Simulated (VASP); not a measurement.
# HfN in VASP: single point with PBE+D3(BJ)

Aim: the single point of HfN with PBE+D3(BJ).

Program: VASP 6.6.1. These are calculated values, not measurements. Logs are shortened: lines on timing, memory, paths and dates and some standing lists are left out, and cuts for length are marked.

## Step 1: The cell of the first run

The cell holds a slab with vacuum, 24 atoms: a = 6.388 Å, b = 6.388 Å, c = 22.520 Å, α = 90.00°, β = 90.00°, γ = 120.00°.

## Step 2: Single point, PBE+D3(BJ)

INCAR

```
  PREC = Accurate
  ENCUT = 520
  EDIFF = 1E-6
  ISMEAR = 0
  SIGMA = 0.1
  LREAL = Auto
  LASPH = T
  NELM = 80
  ALGO = Normal
  ISIF = 2
  LWAVE = F
  LCHARG = T
  LDIPOL = T
  IDIPOL = 3
  DIPOL = 0.5 0.5 0.500
  GGA = PE
  IVDW = 12
  LELF = T
  LVHAR = T
  LVACPOTAV = T
  NBANDS = 108
```

KPOINTS

```
regular mesh
0
Gamma
  4 4 1
```

POSCAR

```
HfN
1.0
    6.3878118675      0.0000000000      0.0000000000
   -3.1939059338      5.5320073519      0.0000000000
    0.0000000000      0.0000000000     22.5195331868
N Hf
12 12
Direct
    0.1666666667      0.3333333333      0.3552471507
    0.1666666667      0.8333333333      0.3552471507
    0.6666666667      0.3333333333      0.3552471507
    0.6666666667      0.8333333333      0.3552471507
    0.5000000000      0.5000000000      0.4710494301
    0.5000000000      0.0000000000      0.4710494301
    0.0000000000      0.5000000000      0.4710494301
    0.0000000000      0.0000000000      0.4710494301
    0.8333333333      0.6666666667      0.5869117430
    0.8333333333      0.1666666667      0.5869117430
    0.3333333333      0.6666666667      0.5869117430
    0.3333333333      0.1666666667      0.5869117430
    0.3333333333      0.1666666667      0.4131482904
    0.3333333333      0.6666666667      0.4131482904
    0.8333333333      0.1666666667      0.4131482904
    0.8333333333      0.6666666667      0.4131482904
    0.6666666667      0.3333333333      0.5312809446
    0.6666666667      0.8333333333      0.5312809446
    0.1666666667      0.3333333333      0.5312809446
    0.1666666667      0.8333333333      0.5312809446
    0.0000000000      0.5000000000      0.6451670377
    0.0000000000      0.0000000000      0.6451670377
    0.5000000000      0.5000000000      0.6451670377
    0.5000000000      0.0000000000      0.6451670377
```

Potentials or basis: VASP PAW PBE potentials, release 64 (N, Hf_pv).

Launch:

```sh
cat potpaw_PBE.64/N/POTCAR potpaw_PBE.64/Hf_pv/POTCAR > POTCAR
mpirun -np 1 vasp_std > vasp.out
```

OUTCAR:

```text
PREC = Accurate
   ENCUT = 520
   EDIFF = 1E-6
   ISMEAR = 0
   LREAL = Auto
   LASPH = T
   NELM = 80
   ISIF = 2
   GGA = PE
   IVDW = 12
 IVDW          = 12

 ion  position               nearest neighbor table
   1  0.167  0.333  0.355-  13 2.26  15 2.26  14 2.26
   2  0.167  0.833  0.355-  14 2.26  16 2.26  13 2.26
   3  0.667  0.333  0.355-  15 2.26  13 2.26  16 2.26
   4  0.667  0.833  0.355-  16 2.26  14 2.26  15 2.26
   5  0.500  0.500  0.471-  16 2.26  13 2.26  14 2.26  19 2.29  18 2.29  17 2.29
   6  0.500  0.000  0.471-  15 2.26  14 2.26  13 2.26  20 2.29  17 2.29  18 2.29
   7  0.000  0.500  0.471-  14 2.26  15 2.26  16 2.26  17 2.29  20 2.29  19 2.29
   8  0.000  0.000  0.471-  13 2.26  16 2.26  15 2.26  18 2.29  19 2.29  20 2.29
   9  0.833  0.667  0.587-  18 2.23  20 2.23  17 2.23  23 2.26  22 2.26  21 2.26
  10  0.833  0.167  0.587-  17 2.23  19 2.23  18 2.23  24 2.26  21 2.26  22 2.26
  11  0.333  0.667  0.587-  20 2.23  18 2.23  19 2.23  21 2.26  24 2.26  23 2.26
  12  0.333  0.167  0.587-  19 2.23  17 2.23  20 2.23  22 2.26  23 2.26  24 2.26
  13  0.333  0.167  0.413-   1 2.26   8 2.26   5 2.26   3 2.26   6 2.26   2 2.26  15 3.19  15 3.19
                            16 3.19  16 3.19  14 3.19  14 3.19  19 3.24  17 3.24  20 3.24
  14  0.333  0.667  0.413-   2 2.26   7 2.26   6 2.26   4 2.26   5 2.26   1 2.26  16 3.19  16 3.19
                            15 3.19  15 3.19  13 3.19  13 3.19  20 3.24  18 3.24  19 3.24
  15  0.833  0.167  0.413-   3 2.26   6 2.26   7 2.26   1 2.26   8 2.26   4 2.26  13 3.19  13 3.19
[... 26 lines left out ...]
 A1 = (   6.3878118675,   0.0000000000,   0.0000000000)
 A2 = (  -3.1939059338,   5.5320073519,   0.0000000000)
 A3 = (   0.0000000000,   0.0000000000,  22.5195331868)

Analysis of symmetry for initial positions (statically):
=====================================================================
 Subroutine PRICEL returns following result:

  LATTYP: Found a hexagonal cell.
 ALAT       =     3.1939059338
 C/A-ratio  =     7.0507815991

  Lattice vectors:

 A1 = (   3.1939059338,   0.0000000000,   0.0000000000)
 A2 = (  -1.5969529669,   2.7660036759,   0.0000000000)
 A3 = (   0.0000000000,   0.0000000000,  22.5195331868)

   4 primitive cells build up your supercell.

 Routine SETGRP: Setting up the symmetry group for a
 hexagonal supercell.

 Subroutine GETGRP returns: Found  6 space group operations
 (whereof  6 operations were pure point group operations)
 out of a pool of 24 trial point group operations.

The static configuration has the point symmetry C_3v.

Analysis of symmetry for dynamics (positions and initial velocities):
=====================================================================
 Subroutine PRICEL returns following result:

  LATTYP: Found a hexagonal cell.
 ALAT       =     3.1939059338
 C/A-ratio  =     7.0507815991

  Lattice vectors:

 A1 = (   3.1939059338,   0.0000000000,   0.0000000000)
 A2 = (  -1.5969529669,   2.7660036759,   0.0000000000)
 A3 = (   0.0000000000,   0.0000000000,  22.5195331868)

   4 primitive cells build up your supercell.

 Routine SETGRP: Setting up the symmetry group for a
 hexagonal supercell.

 Subroutine GETGRP returns: Found  6 space group operations
 (whereof  6 operations were pure point group operations)
 out of a pool of 24 trial point group operations.

The dynamic configuration has the point symmetry C_3v.

 Subroutine INISYM returns: Found  6 space group operations
 (whereof  6 operations are pure point group operations),
 and found     4 'primitive' translations

----------------------------------------------------------------------------------------

                                     Primitive cell

  volume of cell :     198.9456

  direct lattice vectors                    reciprocal lattice vectors
     3.193905934  0.000000000  0.000000000     0.313096259  0.180766210  0.000000000
    -1.596952967  2.766003676  0.000000000     0.000000000  0.361532419  0.000000000
     0.000000000  0.000000000 22.519533187     0.000000000  0.000000000  0.044405894

  length of vectors
     3.193905934  3.193905934 22.519533187     0.361532419  0.361532419  0.044405894

  position of ions in fractional coordinates (direct lattice)
     0.333333333  0.666666667  0.355247151
     0.000000000  0.000000000  0.471049430
     0.666666667  0.333333333  0.586911743
     0.666666667  0.333333333  0.413148290
     0.333333333  0.666666667  0.531280945
     0.000000000  0.000000000  0.645167038

  ion indices of the primitive-cell ions
   primitive index   ion index
                 1           1
                 2           7
                 3          12
                 4          13
                 5          19
                 6          21

----------------------------------------------------------------------------------------

 KPOINTS: regular mesh

Automatic generation of k-mesh.
 Grid dimensions read from file:
 generate k-points for:    4    4    1

 Generating k-lattice:

  Cartesian coordinates                     Fractional coordinates (reciprocal lattice)
     0.039137032  0.022595776  0.000000000     0.250000000  0.000000000  0.000000000
     0.000000000  0.045191552  0.000000000     0.000000000  0.250000000  0.000000000
     0.000000000  0.000000000  0.044405894     0.000000000  0.000000000  1.000000000

  Length of vectors
     0.045191552  0.045191552  0.044405894

  Shift w.r.t. Gamma in fractional coordinates (k-lattice)
     0.000000000  0.000000000  0.000000000

 Subroutine IBZKPT returns following result:
 ===========================================

 Found      4 irreducible k-points:

 Following reciprocal coordinates:
            Coordinates               Weight
  0.000000  0.000000  0.000000      1.000000
  0.250000 -0.000000  0.000000      6.000000
  0.500000 -0.000000  0.000000      3.000000
  0.250000  0.250000  0.000000      6.000000
   k-points           NKPTS =      4   k-points in BZ     NKDIM =      4   number of bands    NBANDS=    108
   number of dos      NEDOS =    301   number of ions     NIONS =     24
   total plane-waves  NPLWV = 387072
   dimension x,y,z NGX =    48 NGY =   48 NGZ =  168
   dimension x,y,z NGXF=    96 NGYF=   96 NGZF=  336
   ions per type =              12  12
   NGX,Y,Z   is equivalent  to a cutoff of  12.49, 12.49, 12.40 a.u.
   NGXF,Y,Z  is equivalent  to a cutoff of  24.98, 24.98, 24.80 a.u.
 SYSTEM =  unknown system
   PREC   = accura    normal or accurate (medium, high low for compatibility)
   ISTART =      0    job   : 0-new  1-cont  2-samecut
   ICHARG =      2    charge: 1-file 2-atom 10-const
   ISPIN  =      1    spin polarized calculation?
   LNONCOLLINEAR =      F non collinear calculations
   LSORBIT =      F    spin-orbit coupling
   LASPH  =      T    aspherical Exc in radial PAW
   ENCUT  =  520.0 eV  38.22 Ry    6.18 a.u.  11.88 11.88 41.87*2*pi/ulx,y,z
   NELM   =     80;   NELMIN=  2; NELMDL= -5     # of ELM steps
   EDIFF  = 0.1E-05   stopping-criterion for ELM
   LREAL  =      T    real-space projection
   EDIFFG = 0.1E-04   stopping-criterion for IOM
   NSW    =      0    number of steps for IOM
   IBRION =     -1    ionic relax: 0-MD 1-quasi-New 2-CG
   NFREE  =      0    steps in history (QN), initial steepest desc. (CG)
   ISIF   =      2    stress and relaxation
   ISYM   =      2    0-nonsym 1-usesym 2-fastsym
   POTIM  = 0.5000    time-step for ionic-motion
   TEBEG  =    0.0;   TEEND  =   0.0 temperature during run
   PSTRESS=    0.0 pullay stress
   NELECT =     180.0000    total number of electrons
   NUPDOWN=      -1.0000    fix difference up-down
   EMIN   =  10.00;   EMAX   =-10.00  energy-range for DOS
   EFERMI =   0.00;   METHOD = LEGACY
   ISMEAR =     0;   SIGMA  =   0.10  broadening in eV -4-tet -1-fermi 0-gaus
   EFERMI_NEDOS =   21; number of points for ismear=-14 and -15
   IALGO  =     38    algorithm
   IMIX   =      4    mixing-type and parameters
     AMIX     =   0.40;   BMIX     =  1.00
     AMIX_MAG =   1.60;   BMIX_MAG =  1.00
  volume/ion in A,a.u.               =      33.16       223.76
  Fermi-wavevector in a.u.,A,eV,Ry     =   0.997472  1.884950 13.537135  0.994951
  Thomas-Fermi vector in A             =   2.129631
   LORBIT       =      0    0 simple, 1 ext, 2 COOP (PROOUT), +10 PAW based schemes
   GGA     = PE    functional components
   LHFCALC =     F    Hartree Fock is set to
   AEXX    =    0.0000 exact exchange contribution
   IVDW    =    12    specifies the selected vdW correction
   LEPSILON=     F    determine dielectric tensor
   LRPA    =     F    only Hartree local field effects (RPA)
 non-spin polarized calculation
 Gauss-broadening in eV      SIGMA  =   0.10
  energy-cutoff  :      520.00
  volume of cell :      795.78
 maximum number of plane-waves:     21474
 NGX is ok and might be reduce to    48
   NGX = 23   NGY = 23   NGZ = 83

 dipolmoment           0.000000      0.000000      0.063658 electrons x Angstroem

 number of electron     180.0000042 magnetization

 dipolmoment           0.000000      0.000000     -0.760287 electrons x Angstroem

 Free energy of the ion-electron system (eV)
  ---------------------------------------------------
  ext. energy  EPLUGINS =         0.00000000
  ---------------------------------------------------
  free energy    TOTEN  =      -242.22148350 eV

  energy without entropy =     -242.10434426  energy(sigma->0) =     -242.16291388

 E-fermi :  -1.5989     XC(G=0):  -5.4110

 val. band max:       -1.6365552926   @ k =   0.0000   0.0000   0.0000
 cond. band min:      -1.5869598835   @ k =   0.2500  -0.0000   0.0000
 fundamental gap:      0.0495954092
 Fermi energy:        -1.5989176996

 k-point     1 :       0.0000    0.0000    0.0000
  band No.  band energies     occupation
      1     -33.2932      2.00000
      2     -33.2932      2.00000
      3     -33.2932      2.00000
      4     -33.2241      2.00000
      5     -33.0326      2.00000
      6     -33.0326      2.00000
[... 409 lines left out ...]
    101       0.7597      0.00000
    102       0.8920      0.00000
 [bands above 102 left out]

------------------------ aborting loop because EDIFF is reached ----------------------------------------

 Edisp (eV)   -6.33223

 E8    (eV) :    -3.0615

  FORCE on cell =-STRESS in cart. coord.  units (eV):
  Direction    XX          YY          ZZ          XY          YZ          ZX
  --------------------------------------------------------------------------------------
  -------------------------------------------------------------------------------------
  Total     -10.81174   -10.81174   -18.82998     0.00000    -0.00000     0.00000
  in kB     -21.76766   -21.76766   -37.91108     0.00000    -0.00000     0.00000
  external pressure =      -27.15 kB  Pullay stress =        0.00 kB

 VOLUME and BASIS-vectors are now :
 -----------------------------------------------------------------------------
  energy-cutoff  :      520.00
  volume of cell :      795.78
      direct lattice vectors                 reciprocal lattice vectors
     6.387811867  0.000000000  0.000000000     0.156548130  0.090383105  0.000000000
    -3.193905934  5.532007352  0.000000000     0.000000000  0.180766210  0.000000000
     0.000000000  0.000000000 22.519533187     0.000000000  0.000000000  0.044405894

 POSITION                                       TOTAL-FORCE (eV/Angst)
 -----------------------------------------------------------------------------------
      0.00000      1.84400      8.00000         0.000000      0.000000      4.784934
     -1.59695      4.61001      8.00000        -0.000000      0.000000      4.784934
      3.19391      1.84400      8.00000         0.000000      0.000000      4.784934
      1.59695      4.61001      8.00000         0.000000      0.000000      4.784934
      1.59695      2.76600     10.60781        -0.000000     -0.000000      1.685414
      3.19391      0.00000     10.60781        -0.000000     -0.000000      1.685414
[... 16 lines left out ...]
      1.59695      2.76600     14.52886        -0.000000     -0.000000     -0.124546
      3.19391      0.00000     14.52886        -0.000000      0.000000     -0.124546
 -----------------------------------------------------------------------------------
    total drift:                               -0.000000     -0.000000     -0.000028

  FREE ENERGIE OF THE ION-ELECTRON SYSTEM (eV)
  ---------------------------------------------------
  free  energy   TOTEN  =      -248.5537166884 eV

  energy  without entropy=     -248.4365774451  energy(sigma->0) =     -248.49514707

 vacuum level on the upper side and lower side of the slab         2.894         6.787
```

Wall time 32 min (1 thread of Intel Xeon Platinum 8488C (Sapphire Rapids), shared host); peak memory 0.87 GiB.

What came out:

* Free energy: -248.5537 eV
* Largest force: 6.368 eV/Å
* Band gap on the k mesh: zero (band 90 reaches -1.31 eV, above the bottom of band 91 at -1.72 eV)
* Dispersion energy per atom: -0.264 eV

Forces in eV/Å, atoms in the order of the input:
```
N    0.000  0.000  4.785
N    0.000  0.000  4.785
N    0.000  0.000  4.785
N    0.000  0.000  4.785
N    0.000  0.000  1.685
N    0.000  0.000  1.685
N    0.000  0.000  1.685
N    0.000  0.000  1.685
N    0.000  0.000 -0.020
N    0.000  0.000 -0.020
N    0.000  0.000 -0.020
N    0.000  0.000 -0.020
Hf   0.000  0.000 -6.368
Hf   0.000  0.000 -6.368
Hf   0.000  0.000 -6.368
Hf   0.000  0.000 -6.368
Hf   0.000  0.000  0.043
Hf   0.000  0.000  0.043
Hf   0.000  0.000  0.043
Hf   0.000  0.000  0.043
Hf   0.000  0.000 -0.125
Hf   0.000  0.000 -0.125
Hf   0.000  0.000 -0.125
Hf   0.000  0.000 -0.125
```

Levels at points of the mesh, in eV from the Fermi level:
| k point | band 85 | band 86 | band 87 | band 88 | band 89 | band 90 | band 91 | band 92 | band 93 | band 94 |
| --- | --- | --- | --- | --- | --- | --- | --- | --- | --- | --- |
| (0.00, 0.00, 0.00) | -0.05 | -0.04 | -0.04 | -0.04 | 0.25 | 0.29 | 0.29 | 0.29 | 0.80 | 0.80 |
| (0.50, 0.00, 0.00) | -0.41 | -0.41 | -0.27 | -0.27 | -0.17 | -0.17 | -0.12 | -0.12 | 0.97 | 0.97 |

Caveat: spin-orbit coupling is left out, which moves the levels of the heavy elements.
